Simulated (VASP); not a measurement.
# PbS (F-43m) in VASP: settings compared, part 2 of 2

VASP 6.6.1. The steps go on from the part before.

### 3 Relaxation of cell and atoms, PBEsol

INCAR

```
SYSTEM = PbS
ALGO = Normal ; EDIFF = 1E-6
EDIFFG = -0.005 ; ENCUT = 600
GGA = PS ; IBRION = 2
ISIF = 3 ; ISMEAR = -1
LASPH = .TRUE. ; LCHARG = .FALSE.
LREAL = .FALSE. ; LWAVE = .FALSE.
NELM = 80 ; NSW = 80
PREC = Accurate ; SIGMA = 0.02
```

KPOINTS

```
k-points
0
G
  6 6 6
  0 0 0
```

POSCAR

```
PbS
1.0
    0.0000000000      3.3235679683      3.3235679683
    3.3235679683      0.0000000000      3.3235679683
    3.3235679683      3.3235679683      0.0000000000
Pb S
1 1
Direct
    0.0000000000      0.0000000000      0.0000000000
    0.2500000000      0.2500000000      0.2500000000
```

Potentials or basis: VASP PAW PBE potentials, release 64 (Pb_d, S).

Command:

```bash
$ cat potpaw_PBE.64/Pb_d/POTCAR potpaw_PBE.64/S/POTCAR > POTCAR
$ mpirun -np 1 vasp_std > vasp.out
```

Wall time 95 s (1 thread of AMD EPYC 7R13, shared host); peak memory 0.21 GiB.

Results (log left out):

```yaml
Free_energy: -8.9330 eV
Relaxed_volume: 35.03 Å³/atom
Relaxed_cell: a = 4.627 Å, b = 4.627 Å, c = 4.627 Å, α = 60.00°, β = 60.00°, γ = 60.00°
Space_group_after_relaxing_to_0.1_Å: F-43m (No. 216)
Energy_gained_by_relaxing: 9.1 meV/atom
Ionic_steps: 3
Pressure_after_relaxing: 0.0 GPa
Band_gap_on_the_k_mesh: 0.76 eV (least direct gap 1.15 eV)
```

Step by step:
| step | energy change (eV) | largest force (eV/Å) | pressure (GPa) | volume (Å³) |
| --- | --- | --- | --- | --- |
| 1 | 0.0000 | 0.0000 | -1.66 | 73.42 |
| 2 | -0.0176 | 0.0000 | 0.36 | 69.45 |
| 3 | -0.0182 | 0.0000 | -0.01 | 70.06 |

Final structure:
```
Pb S
1.0
     0.00000    3.27207    3.27207
     3.27207    0.00000    3.27207
     3.27207    3.27207    0.00000
Pb S
1 1
Direct
  0.00000 0.00000 0.00000
  0.25000 0.25000 0.25000
```

Levels at points of the mesh, in eV from the valence-band top:
| k point | band 6 | band 7 | band 8 | band 9 | band 10 | band 11 | band 12 | band 13 | band 14 |
| --- | --- | --- | --- | --- | --- | --- | --- | --- | --- |
| (0.00, 0.00, 0.00) | -12.67 | -5.80 | -1.70 | -1.70 | -1.70 | 2.53 | 2.53 | 2.53 | 5.25 |
| (0.50, 0.00, 0.00) | -11.88 | -7.71 | -2.24 | -2.24 | -1.91 | 3.26 | 3.26 | 3.71 | 7.01 |
| (0.50, 0.50, 0.00) | -11.56 | -8.13 | -2.97 | -2.97 | -0.39 | 0.76 | 5.27 | 5.27 | 5.97 |

Caveat: the PAW data sets were made with another functional, which shifts forces and pressure a little; spin-orbit coupling is left out, which moves the levels of the heavy elements. A k mesh can miss the band edges.

### 4 Relaxation of cell and atoms, LDA

INCAR

```
ALGO = Normal ; EDIFF = 1E-6
EDIFFG = -0.005 ; ENCUT = 600
IBRION = 2 ; ISIF = 3
ISMEAR = -1 ; LASPH = True
LCHARG = False ; LREAL = False
LWAVE = False ; NELM = 80
NSW = 80 ; PREC = Accurate
SIGMA = 0.02
```

KPOINTS

```
k-points
0
Gamma
  6 6 6
```

POSCAR is that of step 3.

Potentials or basis: VASP PAW LDA potentials, release 64 (Pb_d, S).

Command:

```bash
$ cat potpaw_LDA.64/Pb_d/POTCAR potpaw_LDA.64/S/POTCAR > POTCAR
$ mpirun -np 1 vasp_std > vasp.out
```

OUTCAR:

```text
EDIFF = 1E-6
   EDIFFG = -0.005
   ENCUT = 600
   IBRION = 2
   ISIF = 3
   ISMEAR = -1
   LASPH = True
   LREAL = False
   NELM = 80
   NSW = 80
   PREC = Accurate

 ion  position               nearest neighbor table
   1  0.000  0.000  0.000-   2 2.88   2 2.88   2 2.88   2 2.88
   2  0.250  0.250  0.250-   1 2.88   1 2.88   1 2.88   1 2.88

  LATTYP: Found a face centered cubic cell.
 ALAT       =     6.6471359366

  Lattice vectors:

 A1 = (   0.0000000000,   3.3235679683,   3.3235679683)
 A2 = (   3.3235679683,   0.0000000000,   3.3235679683)
 A3 = (   3.3235679683,   3.3235679683,   0.0000000000)

Analysis of symmetry for initial positions (statically):
=====================================================================
 Subroutine PRICEL returns:
 Original cell was already a primitive cell.

 Routine SETGRP: Setting up the symmetry group for a
 face centered cubic supercell.

 Subroutine GETGRP returns: Found 24 space group operations
 (whereof 24 operations were pure point group operations)
 out of a pool of 48 trial point group operations.

The static configuration has the point symmetry T_d .

Analysis of symmetry for dynamics (positions and initial velocities):
=====================================================================
 Subroutine PRICEL returns:
 Original cell was already a primitive cell.

 Routine SETGRP: Setting up the symmetry group for a
 face centered cubic supercell.

 Subroutine GETGRP returns: Found 24 space group operations
 (whereof 24 operations were pure point group operations)
 out of a pool of 48 trial point group operations.

The dynamic configuration has the point symmetry T_d .

 Subroutine INISYM returns: Found 24 space group operations
 (whereof 24 operations are pure point group operations),
 and found     1 'primitive' translations

----------------------------------------------------------------------------------------

                                     Primitive cell

  volume of cell :      73.4250
[... 94 lines left out ...]
   EFERMI =   0.00;   METHOD = LEGACY
   ISMEAR =    -1;   SIGMA  =   0.02  broadening in eV -4-tet -1-fermi 0-gaus
   EFERMI_NEDOS =   21; number of points for ismear=-14 and -15
   IALGO  =     38    algorithm
   IMIX   =      4    mixing-type and parameters
     AMIX     =   0.40;   BMIX     =  1.00
     AMIX_MAG =   1.60;   BMIX_MAG =  1.00
  volume/ion in A,a.u.               =      36.71       247.75
  Fermi-wavevector in a.u.,A,eV,Ry     =   1.061216  2.005407 15.322588  1.126178
  Thomas-Fermi vector in A             =   2.196624
   LORBIT       =      0    0 simple, 1 ext, 2 COOP (PROOUT), +10 PAW based schemes
   GGA     = CA    functional components
   LHFCALC =     F    Hartree Fock is set to
   AEXX    =    0.0000 exact exchange contribution
   IVDW    =     0    specifies the selected vdW correction
   LEPSILON=     F    determine dielectric tensor
   LRPA    =     F    only Hartree local field effects (RPA)
 conjugate gradient relaxation of ions
 non-spin polarized calculation
  energy-cutoff  :      600.00
  volume of cell :       73.42
 maximum number of plane-waves:      2475
 NGX is ok and might be reduce to    40
   NGX = 19   NGY = 19   NGZ = 19

--------------------------------------- Ionic step        1  -------------------------------------------

 number of electron      20.0000000 magnetization

 Free energy of the ion-electron system (eV)
  ---------------------------------------------------
  ext. energy  EPLUGINS =         0.00000000
  ---------------------------------------------------
  free energy    TOTEN  =        -9.33987764 eV

  energy without entropy =       -9.33987764  energy(sigma->0) =       -9.33987764

------------------------ aborting loop because EDIFF is reached ----------------------------------------

  FORCE on cell =-STRESS in cart. coord.  units (eV):
  Direction    XX          YY          ZZ          XY          YZ          ZX
  --------------------------------------------------------------------------------------
  -------------------------------------------------------------------------------------
  Total       -1.2625715     -1.2625715     -1.2625715     -0.0000000      0.0000000     -0.0000000
  in kB      -27.5500817    -27.5500817    -27.5500817     -0.0000000      0.0000000     -0.0000000
  external PRESSURE =     -27.5500817 kB  Pullay stress =       0.0000000 kB
[... 59 lines left out ...]
--------------------------------------- Ionic step        3  -------------------------------------------

 number of electron      20.0000000 magnetization

 Free energy of the ion-electron system (eV)
  ---------------------------------------------------
  ext. energy  EPLUGINS =         0.00000000
  ---------------------------------------------------
  free energy    TOTEN  =        -9.38967671 eV

  energy without entropy =       -9.38967670  energy(sigma->0) =       -9.38967671

 E-fermi :   3.3553     XC(G=0):  -8.5995

 val. band max:        3.0475161635   @ k =  -0.3333   0.5000   0.1667
 cond. band min:       3.6353112247   @ k =   0.5000   0.5000   0.0000
 fundamental gap:      0.5877950612
 Fermi energy:         3.3552759350

 k-point     1 :       0.0000    0.0000    0.0000
  band No.  band energies     occupation
      1     -13.5006      2.00000
      2     -13.5006      2.00000
      3     -13.5006      2.00000
      4     -13.4467      2.00000
      5     -13.4467      2.00000
      6      -9.8009      2.00000
      7      -2.7009      2.00000
      8       1.2581      2.00000
      9       1.2581      2.00000
     10       1.2581      2.00000
     11       5.4988      0.00000
     12       5.4988      0.00000
     13       5.4988      0.00000
     14       8.2077      0.00000
[... 282 lines left out ...]
  FREE ENERGIE OF THE ION-ELECTRON SYSTEM (eV)
  ---------------------------------------------------
  free  energy   TOTEN  =        -9.3896767145 eV

  energy  without entropy=       -9.3896767000  energy(sigma->0) =       -9.38967671

 reached required accuracy - stopping structural energy minimisation
```

OSZICAR:

```text
N       E                     dE             d eps       ncg     rms          rms(c)
DAV:   1     0.166511578070E+03    0.16651E+03   -0.10302E+04   448   0.151E+03
DAV:   2     0.725715365567E+01   -0.15925E+03   -0.15605E+03   472   0.354E+02
DAV:   3    -0.948313877966E+01   -0.16740E+02   -0.16587E+02   580   0.116E+02
[... 24 lines left out ...]
DAV:   3    -0.938966979287E+01    0.67007E-02   -0.27516E-02   544   0.307E+00    0.816E-02
DAV:   4    -0.938967788407E+01   -0.80912E-05   -0.69516E-04   512   0.250E-01    0.459E-02
DAV:   5    -0.938967643076E+01    0.14533E-05   -0.45907E-05   540   0.702E-02    0.194E-02
DAV:   6    -0.938967708420E+01   -0.65343E-06   -0.10223E-05   624   0.308E-02    0.429E-03
DAV:   7    -0.938967671448E+01    0.36972E-06   -0.87656E-07   344   0.908E-03
   3 F= -.93896767E+01 E0= -.93896767E+01  d E =-.497991E-01
```

Wall time 83 s (1 thread of AMD EPYC 7R13, shared host); peak memory 0.17 GiB.

What came out:

```yaml
Free_energy: -9.3897 eV
Relaxed_volume: 34.00 Å³/atom
Relaxed_cell: a = 4.582 Å, b = 4.582 Å, c = 4.582 Å, α = 60.00°, β = 60.00°, γ = 60.00°
Space_group_after_relaxing_to_0.1_Å: F-43m (No. 216)
Energy_gained_by_relaxing: 24.9 meV/atom
Ionic_steps: 3
Pressure_after_relaxing: 0.0 GPa
Band_gap_on_the_k_mesh: 0.59 eV (least direct gap 1.01 eV)
```

Step by step:
```csv
step,energy change (eV),largest force (eV/Å),pressure (GPa),volume (Å³)
1,0.0000,0.0000,-2.76,73.42
2,-0.0475,0.0000,0.72,66.92
3,-0.0498,0.0000,-0.01,68.01
```

Final structure:
```xyz
2
Lattice="0.0000 3.2397 3.2397 3.2397 0.0000 3.2397 3.2397 3.2397 0.0000" Properties=species:S:1:pos:R:3 pbc="T T T"
Pb    0.0000    0.0000    0.0000
S     1.6199    1.6199    1.6199
```

Levels at points of the mesh, in eV from the valence-band top:
```
           k point  band 8  band 9  band 10  band 11  band 12  band 13
(0.00, 0.00, 0.00)   -1.79   -1.79    -1.79     2.45     2.45     2.45
(0.50, 0.00, 0.00)   -2.35   -2.35    -2.00     3.19     3.19     3.68
(0.50, 0.50, 0.00)   -3.13   -3.13    -0.42     0.59     5.31     5.31
```

Caveat: spin-orbit coupling is left out, which moves the levels of the heavy elements. A k mesh can miss the band edges.

### 5 The runs side by side

| task | level | potentials or basis | cell | k mesh | cutoff (eV) | gap on the mesh (eV) | pressure (GPa) | relaxed volume (Å³/atom) |
| --- | --- | --- | --- | --- | --- | --- | --- | --- |
| single point | PBE | VASP PAW PBE potentials, release 64 (Pb_d, S) | a = 4.700 Å, angles 60.0°, 2 atoms | 8 × 8 × 8 | 520 | 0.85 | 0.0 | - |
| relaxation of cell and atoms | PBEsol | VASP PAW PBE potentials, release 64 (Pb_d, S) | relaxed from a = 4.700 Å, angles 60.0°, 2 atoms | 6 × 6 × 6 | 600 | 0.76 | 0.0 | 35.03 |
| relaxation of cell and atoms | LDA | VASP PAW LDA potentials, release 64 (Pb_d, S) | relaxed from a = 4.700 Å, angles 60.0°, 2 atoms | 6 × 6 × 6 | 600 | 0.59 | 0.0 | 34.00 |

Alike in all rows: no spin polarisation; smearing fermi-dirac 0.02 eV.

Caveats: spin-orbit coupling is left out, which moves the levels of the heavy elements; the PAW data sets were made with another functional, which shifts forces and pressure a little (at least some runs).

Absolute energies hang on the potentials; compare differences alone.
